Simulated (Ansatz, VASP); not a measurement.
# CdSe in VASP and in Ansatz

File POSCAR:

```
CdSe
1.0
    0.0000000000      3.0677809654      3.1291365847
    3.0677809654      0.0000000000      3.1291365847
    3.0677809654      3.0677809654      0.0000000000
Cd Se
1 1
Direct
    0.0000000000      0.0000000000      0.0000000000
    0.2500000000      0.2500000000      0.2500000000
```

Contents of INCAR.step1:

```
  PREC = Accurate
  ENCUT = 520
  ISMEAR = 0
  SIGMA = 0.01
  LREAL = F
  LASPH = T
  NELM = 80
  NBANDS = 16
  GGA = PE
  ALGO = Normal
  EDIFF = 1E-4
  LWAVE = T
  LCHARG = F
```

File INCAR.step2:

```
  PREC = Accurate
  ENCUT = 520
  EDIFF = 1E-7
  ISMEAR = 0
  SIGMA = 0.01
  LREAL = F
  LASPH = T
  NELM = 80
  ALGO = Normal
  ISIF = 2
  LWAVE = F
  LCHARG = F
  METAGGA = R2SCAN
  LMIXTAU = T
  NBANDS = 16
  ISTART = 1
```

File KPOINTS:

```
Automatic mesh
0
Gamma
  8 8 8
```

Input for Ansatz:

```yaml
crystal:
  lattice:
    - [0.0, 3.0677809654, 3.1291365847]
    - [3.0677809654, 0.0, 3.1291365847]
    - [3.0677809654, 3.0677809654, 0.0]
  atoms:
    - { symbol: Cd, position: [0.0, 0.0, 0.0] }
    - { symbol: Se, position: [0.25, 0.25, 0.25] }
kpoints:
  mp_grid: { grid: [8, 8, 8] }
  band_path:
    path:
      - [0.0, 0.0, 0.0]
      - [-0.5, -0.5, 0.0]
      - [-0.375, -0.375, 0.25]
      - [-0.375, 0.0, 0.375]
      - [0.0, 0.0, 0.5]
      - [-0.5, -0.25, 0.25]
    npoints: 1
hamiltonian:
  xc: r2scan
scf:
  occupations: { method: fixed }
  n_extra_bands: 4
output:
  forces: true
  stress: true
  eigenvalues: true
  write_density: true
  write_potential: true
  elf: true
  volumetric_format: npy
```

Change from the starting cell: uniaxial_z strain +2.0%.

Alike in both runs: task single point; functional r2SCAN; k mesh 8 × 8 × 8; no spin polarisation.

|  | VASP | Ansatz |
| --- | --- | --- |
| version | VASP 6.6.1 | Ansatz 0.2.0 |
| potentials or method | VASP PAW PBE potentials, release 64 (Cd, Se) | plane waves, PAW |
| plane-wave cutoff (eV) | 520 | 500 |
| occupations | gaussian, width 0.01 eV | fixed |
| valence electrons in the cell | 18 | 36 |

|  | VASP | Ansatz | Ansatz less VASP |
| --- | --- | --- | --- |
| gap on the k mesh at the Fermi level (eV) | 0.96 | 0.97 | +0.010 |
| pressure (GPa) | -0.8 | -1.0 | -0.22 |
| traceless stress, the component that is largest in VASP (GPa) | -0.25 | -0.25 | -0.003 |

VASP's potentials were made for PBE, not for r2SCAN. VASP's potentials hold 18 valence electrons a cell and Ansatz's 36, so a difference there can come from the potentials and not from the codes.
